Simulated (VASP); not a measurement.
A run of VASP 6.6.1 is set up as follows.

Contents of INCAR:

```
PREC = Accurate
ENCUT = 520
EDIFF = 1E-7
ISMEAR = 0
SIGMA = 0.15
LREAL = F
LASPH = T
NELM = 100
ALGO = Fast
ISIF = 2
LWAVE = F
LCHARG = F
GGA = PE
NBANDS = 13
```

KPOINTS

```
regular mesh
0
Gamma
  22 22 22
```

File POSCAR:

```
Ru
1.0
    0.0000000000      1.9547477292      1.8095099730
    1.9547477292      0.0000000000      1.8095099730
    1.9547477292      1.9547477292      0.0000000000
Ru
1
Direct
    0.0000000000      0.0000000000      0.0000000000
```

Potentials or basis: VASP PAW PBE potentials, release 64 (Ru_pv).

Launch:

```console
$ cat potpaw_PBE.64/Ru_pv/POTCAR > POTCAR
$ mpirun -np 1 vasp_std > vasp.out
```

**Question.** Estimate the band gap on the k mesh.

**Answer.** Zero (bands 7 and 8 overlap by 3.68 eV).

**Question.** Predict the pressure.

**Answer.** 0.8 GPa.

Stress tensor (GPa, compression positive):
```
-5.87  0.00  0.00
 0.00 -5.87  0.00
 0.00  0.00 14.11
```
